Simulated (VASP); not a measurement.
# MgO (kk07) (Fm-3m) in VASP: a series of runs, part 2 of 2

VASP 6.6.1.

### 3 Relaxation of cell and atoms, LDA

INCAR

```
PREC     = Accurate       # precision mode
ENCUT    = 600            # plane-wave cutoff, eV
EDIFF    = 1E-6           # SCF threshold, eV
ISMEAR   = 0              # smearing method
SIGMA    = 0.02           # smearing width, eV
LREAL    = False          # projectors in reciprocal space
LASPH    = True           # aspherical terms in the spheres
NELM     = 100            # most SCF steps
ALGO     = Normal         # electronic algorithm
ISIF     = 3              # what is computed and relaxed
LWAVE    = False          # write WAVECAR
LCHARG   = False          # write CHGCAR
IBRION   = 2              # ionic algorithm
NSW      = 100            # ionic steps
EDIFFG   = -0.002         # ionic threshold
```

KPOINTS

```
regular mesh
0
Gamma
  14 14 14
```

POSCAR

```
MgO
1.0
    0.0000000000      2.0816499862      2.0816499862
    2.0816499862      0.0000000000      2.0816499862
    2.0816499862      2.0816499862      0.0000000000
Mg O
1 1
Direct
    0.0000000000      0.0000000000      0.0000000000
    0.5000000000      0.5000000000      0.5000000000
```

Potentials or basis: VASP PAW LDA potentials, release 64 (Mg, O).

Run with:

```bash
$ cat potpaw_LDA.64/Mg/POTCAR potpaw_LDA.64/O/POTCAR > POTCAR
$ mpirun -np 1 vasp_std > vasp.out
```

OUTCAR:

```text
PREC = Accurate
   ENCUT = 600
   EDIFF = 1E-6
   ISMEAR = 0
   LREAL = False
   LASPH = True
   NELM = 100
   ISIF = 3
   IBRION = 2
   NSW = 100
   EDIFFG = -0.002

 ion  position               nearest neighbor table
   1  0.000  0.000  0.000-   2 2.08   2 2.08   2 2.08   2 2.08   2 2.08   2 2.08
   2  0.500  0.500  0.500-   1 2.08   1 2.08   1 2.08   1 2.08   1 2.08   1 2.08

  LATTYP: Found a face centered cubic cell.
 ALAT       =     4.1632999724

  Lattice vectors:

 A1 = (   0.0000000000,   2.0816499862,   2.0816499862)
 A2 = (   2.0816499862,   0.0000000000,   2.0816499862)
 A3 = (   2.0816499862,   2.0816499862,   0.0000000000)

Analysis of symmetry for initial positions (statically):
=====================================================================
 Subroutine PRICEL returns:
 Original cell was already a primitive cell.

 Routine SETGRP: Setting up the symmetry group for a
 face centered cubic supercell.

 Subroutine GETGRP returns: Found 48 space group operations
 (whereof 48 operations were pure point group operations)
 out of a pool of 48 trial point group operations.

The static configuration has the point symmetry O_h .

Analysis of symmetry for dynamics (positions and initial velocities):
=====================================================================
 Subroutine PRICEL returns:
 Original cell was already a primitive cell.

 Routine SETGRP: Setting up the symmetry group for a
 face centered cubic supercell.

 Subroutine GETGRP returns: Found 48 space group operations
 (whereof 48 operations were pure point group operations)
 out of a pool of 48 trial point group operations.

The dynamic configuration has the point symmetry O_h .

 Subroutine INISYM returns: Found 48 space group operations
 (whereof 48 operations are pure point group operations),
 and found     1 'primitive' translations

----------------------------------------------------------------------------------------

                                     Primitive cell

  volume of cell :      18.0407

  direct lattice vectors                    reciprocal lattice vectors
     0.000000000  2.081649986  2.081649986    -0.240194078  0.240194078  0.240194078
     2.081649986  0.000000000  2.081649986     0.240194078 -0.240194078  0.240194078
     2.081649986  2.081649986  0.000000000     0.240194078  0.240194078 -0.240194078

  length of vectors
     2.943897643  2.943897643  2.943897643     0.416028347  0.416028347  0.416028347

  position of ions in fractional coordinates (direct lattice)
     0.000000000  0.000000000  0.000000000
     0.500000000  0.500000000  0.500000000

  ion indices of the primitive-cell ions
   primitive index   ion index
                 1           1
                 2           2

----------------------------------------------------------------------------------------

 KPOINTS: regular mesh

Automatic generation of k-mesh.
 Grid dimensions read from file:
 generate k-points for:   14   14   14

 Generating k-lattice:

  Cartesian coordinates                     Fractional coordinates (reciprocal lattice)
[... 39 lines left out ...]
  0.214286  0.142857  0.000000     24.000000
  0.285714  0.142857  0.000000     24.000000
 [... further k-points ...]
   k-points           NKPTS =    104   k-points in BZ     NKDIM =    104   number of bands    NBANDS=      8
   number of dos      NEDOS =    301   number of ions     NIONS =      2
   total plane-waves  NPLWV =  13824
   dimension x,y,z NGX =    24 NGY =   24 NGZ =   24
   dimension x,y,z NGXF=    48 NGYF=   48 NGZF=   48
   ions per type =               1   1
   NGX,Y,Z   is equivalent  to a cutoff of  13.55, 13.55, 13.55 a.u.
   NGXF,Y,Z  is equivalent  to a cutoff of  27.11, 27.11, 27.11 a.u.
 SYSTEM =  unknown system
   PREC   = accura    normal or accurate (medium, high low for compatibility)
   ISTART =      0    job   : 0-new  1-cont  2-samecut
   ICHARG =      2    charge: 1-file 2-atom 10-const
   ISPIN  =      1    spin polarized calculation?
   LNONCOLLINEAR =      F non collinear calculations
   LSORBIT =      F    spin-orbit coupling
   LASPH  =      T    aspherical Exc in radial PAW
   ENCUT  =  600.0 eV  44.10 Ry    6.64 a.u.   5.88  5.88  5.88*2*pi/ulx,y,z
   NELM   =    100;   NELMIN=  2; NELMDL= -5     # of ELM steps
   EDIFF  = 0.1E-05   stopping-criterion for ELM
   LREAL  =      F    real-space projection
   EDIFFG = -.2E-02   stopping-criterion for IOM
   NSW    =    100    number of steps for IOM
   IBRION =      2    ionic relax: 0-MD 1-quasi-New 2-CG
   NFREE  =      1    steps in history (QN), initial steepest desc. (CG)
   ISIF   =      3    stress and relaxation
   ISYM   =      2    0-nonsym 1-usesym 2-fastsym
   POTIM  = 0.5000    time-step for ionic-motion
   TEBEG  =    0.0;   TEEND  =   0.0 temperature during run
   PSTRESS=    0.0 pullay stress
   NELECT =       8.0000    total number of electrons
   NUPDOWN=      -1.0000    fix difference up-down
   EMIN   =  10.00;   EMAX   =-10.00  energy-range for DOS
   EFERMI =   0.00;   METHOD = LEGACY
   ISMEAR =     0;   SIGMA  =   0.02  broadening in eV -4-tet -1-fermi 0-gaus
   EFERMI_NEDOS =   21; number of points for ismear=-14 and -15
   IALGO  =     38    algorithm
   IMIX   =      4    mixing-type and parameters
     AMIX     =   0.40;   BMIX     =  1.00
     AMIX_MAG =   1.60;   BMIX_MAG =  1.00
  volume/ion in A,a.u.               =       9.02        60.87
  Fermi-wavevector in a.u.,A,eV,Ry     =   1.248400  2.359134 21.204717  1.558503
  Thomas-Fermi vector in A             =   2.382488
   LORBIT       =      0    0 simple, 1 ext, 2 COOP (PROOUT), +10 PAW based schemes
   GGA     = CA    functional components
   LHFCALC =     F    Hartree Fock is set to
   AEXX    =    0.0000 exact exchange contribution
   IVDW    =     0    specifies the selected vdW correction
   LEPSILON=     F    determine dielectric tensor
   LRPA    =     F    only Hartree local field effects (RPA)
 conjugate gradient relaxation of ions
 non-spin polarized calculation
 Gauss-broadening in eV      SIGMA  =   0.02
  energy-cutoff  :      600.00
  volume of cell :       18.04
 maximum number of plane-waves:       620
   NGX = 11   NGY = 11   NGZ = 11

--------------------------------------- Ionic step        1  -------------------------------------------

 number of electron       8.0000001 magnetization

 Free energy of the ion-electron system (eV)
  ---------------------------------------------------
  ext. energy  EPLUGINS =         0.00000000
  ---------------------------------------------------
  free energy    TOTEN  =       -13.44760792 eV

  energy without entropy =      -13.44760792  energy(sigma->0) =      -13.44760792

------------------------ aborting loop because EDIFF is reached ----------------------------------------

  FORCE on cell =-STRESS in cart. coord.  units (eV):
  Direction    XX          YY          ZZ          XY          YZ          ZX
  --------------------------------------------------------------------------------------
  -------------------------------------------------------------------------------------
  Total       -0.2740223     -0.2740223     -0.2740223      0.0000000      0.0000000      0.0000000
  in kB      -24.3356751    -24.3356751    -24.3356751      0.0000000      0.0000000      0.0000000
  external PRESSURE =     -24.3356751 kB  Pullay stress =       0.0000000 kB
[... 59 lines left out ...]
--------------------------------------- Ionic step        3  -------------------------------------------

 number of electron       7.9999999 magnetization

 Free energy of the ion-electron system (eV)
  ---------------------------------------------------
  ext. energy  EPLUGINS =         0.00000000
  ---------------------------------------------------
  free energy    TOTEN  =       -13.44958004 eV

  energy without entropy =      -13.44958004  energy(sigma->0) =      -13.44958004

 E-fermi :   3.3970     XC(G=0): -11.8309

 val. band max:        3.2613230632   @ k =   0.0000   0.0000   0.0000
 cond. band min:       8.4138243360   @ k =   0.0000   0.0000   0.0000
 fundamental gap:      5.1525012727
 Fermi energy:         3.3969736782

 k-point     1 :       0.0000    0.0000    0.0000
  band No.  band energies     occupation
      1     -14.0050      2.00000
      2       3.2613      2.00000
      3       3.2613      2.00000
      4       3.2613      2.00000
      5       8.4138      0.00000
      6      19.0557      0.00000
      7      19.0557      0.00000
      8      19.0557      0.00000
[... 243 lines left out ...]
 k-point    24 :       0.2857    0.1429    0.0000
  band No.  band energies     occupation
      1     -13.2240      2.00000
      2       0.4907      2.00000
      3       2.5674      2.00000
      4       2.6265      2.00000
      5      11.3436      0.00000
      6      15.1410      0.00000
      7      19.4543      0.00000
      8      20.4452      0.00000

 [... further k-points ...]
[... 5 lines left out ...]
  --------------------------------------------------------------------------------------
  -------------------------------------------------------------------------------------
  Total        0.0007427      0.0007427      0.0007427      0.0000000      0.0000000      0.0000000
  in kB        0.0669054      0.0669054      0.0669054      0.0000000      0.0000000      0.0000000
  external PRESSURE =       0.0669054 kB  Pullay stress =       0.0000000 kB
[... 17 lines left out ...]
  FREE ENERGIE OF THE ION-ELECTRON SYSTEM (eV)
  ---------------------------------------------------
  free  energy   TOTEN  =       -13.4495800381 eV

  energy  without entropy=      -13.4495800381  energy(sigma->0) =      -13.44958004

 reached required accuracy - stopping structural energy minimisation
```

It took 16 s on 1 thread of AMD EPYC 9R14 (Zen 4), shared host; peak memory 0.12 GiB.

What came out:

```
Free energy                            : -13.4496 eV
Relaxed volume                         : 8.89 Å³/atom
Relaxed cell                           : a = 2.930 Å, b = 2.930 Å, c = 2.930 Å, α = 60.00°, β = 60.00°, γ = 60.00°
Space group after relaxing (to 0.05 Å) : Fm-3m (No. 225)
Energy gained by relaxing              : 1.0 meV/atom
Ionic steps                            : 3
Pressure after relaxing                : 0.0 GPa
Band gap on the k mesh                 : 5.15 eV, direct
```

The path:
| step | energy change (eV) | largest force (eV/Å) | pressure (GPa) | volume (Å³) |
| --- | --- | --- | --- | --- |
| 1 | 0.0000 | 0.0000 | -2.43 | 18.04 |
| 2 | -0.0016 | 0.0000 | 1.03 | 17.69 |
| 3 | -0.0020 | 0.0000 | 0.01 | 17.79 |

Final structure:
```
CELL_PARAMETERS angstrom
0.00000 2.07180 2.07180
2.07180 0.00000 2.07180
2.07180 2.07180 0.00000
ATOMIC_POSITIONS crystal
Mg 0.00000 0.00000 0.00000
O 0.50000 0.50000 0.50000
```

Levels at points of the mesh, in eV from the valence-band top:
| k point | band 1 | band 2 | band 3 | band 4 | band 5 | band 6 | band 7 | band 8 |
| --- | --- | --- | --- | --- | --- | --- | --- | --- |
| (0.00, 0.00, 0.00) | -17.27 | 0.00 | 0.00 | 0.00 | 5.15 | 15.79 | 15.79 | 15.79 |
| (0.50, 0.00, 0.00) | -15.78 | -4.92 | -0.72 | -0.72 | 8.05 | 12.96 | 16.51 | 16.51 |
| (0.50, 0.50, 0.00) | -15.49 | -4.36 | -1.44 | -1.44 | 8.93 | 10.24 | 13.42 | 19.39 |

### 4 How close it comes

Step 2. Measured gap of MgO: 7.83 eV (quoted in “Electronic structure of alkaline earth and post-transition metal oxides”, 2009, arxiv:0908.1581). This calculation gives 5.02 eV (-2.81 eV). The value is that of LDA on a finite k mesh, which can miss the band edges, without temperature or zero-point motion. Semilocal functionals fall short of measured gaps as a rule.
